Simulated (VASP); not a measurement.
Runs of VASP 6.6.1 on W. The structure is that of space group P6_3/mmc (No. 194), or close to it. The cells are those of the table. This isn't the form of W at room conditions, which is bcc.

```csv
cell,k mesh,gap on the mesh (eV),pressure (GPa)
"a = 2.812, b = 2.812, c = 9.983 Å, angles 90.0, 90.0, 120.0°, 4 atoms",14 × 14 × 4,none,1.3
"a = 2.735, b = 2.735, c = 9.709 Å, angles 90.0, 90.0, 120.0°, 4 atoms",14 × 14 × 4,none,27.3
"a = 2.812, b = 2.812, c = 9.983 Å, angles 90.0, 90.0, 120.0°, 4 atoms",13 × 13 × 4,none,1.4
"a = 2.849, b = 2.849, c = 10.114 Å, angles 90.0, 90.0, 120.0°, 4 atoms",14 × 14 × 4,none,-8.1
"a = 2.774, b = 2.774, c = 9.848 Å, angles 90.0, 90.0, 120.0°, 4 atoms",14 × 14 × 4,none,(a)
"a = 2.695, b = 2.695, c = 9.566 Å, angles 90.0, 90.0, 120.0°, 4 atoms",14 × 14 × 4,none,(b)
```

Alike in all rows: task single point; level BLYP; potentials or basis VASP PAW PBE potentials, release 64 (W_sv); no spin polarisation; cutoff (eV) 520; smearing fermi-dirac 0.1 eV.

Task: Estimate the missing entries.

Result: (a) 13.0; (b) 45.0.

Caveats: the PAW data sets were made with another functional, which shifts forces and pressure a little; spin-orbit coupling is left out, which moves the levels of the heavy elements; the stress differs along the axes, from 23 to 29 GPa (at least some runs); the cell stands under tension (at least some runs); the cell stands under pressure (at least some runs); the stress differs along the axes, from 39 to 48 GPa (at least some runs).

A k mesh can miss the band edges, and the runs leave out spin-orbit coupling on W.

A gap of «none» marks levels without a gap at the run's occupations.
